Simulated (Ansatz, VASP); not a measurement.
Two plane-wave programs on Pt

```
Pt
1.0
     2.43312    0.00000    0.00000
     0.00000    2.43312    0.00000
     0.00000    0.00000    2.91674
Pt
1
Direct
  0.50000 0.50000 0.50000
```

Alike in both runs: task single point; functional PBE; k mesh 8 × 8 × 6; occupations gaussian, width 0.1 eV; no spin polarisation.

|  | VASP | Ansatz |
| --- | --- | --- |
| version | VASP 6.6.1 | Ansatz 0.2.0 |
| potentials or method | VASP PAW PBE potentials, release 64 (Pt), cutoff 520 eV | scalar-relativistic, plane waves, PAW |
| valence electrons in the cell | 10 | 18 |

```csv
,VASP,Ansatz,Ansatz less VASP
gap on the k mesh at the Fermi level (eV),none,none,-
pressure (GPa),25.9,26.6,+0.67
"traceless stress, the component that is largest in VASP (GPa)",-44.93,-45.41,-0.476
```

A gap of «none» marks a metal or a gap that the smearing closes. With one functional, cell and mesh, what is left measures potentials, basis and numerics. VASP's potentials hold 10 valence electrons a cell and Ansatz's 18, so a difference there can come from the potentials and not from the codes.

Neither program's run includes spin-orbit coupling.
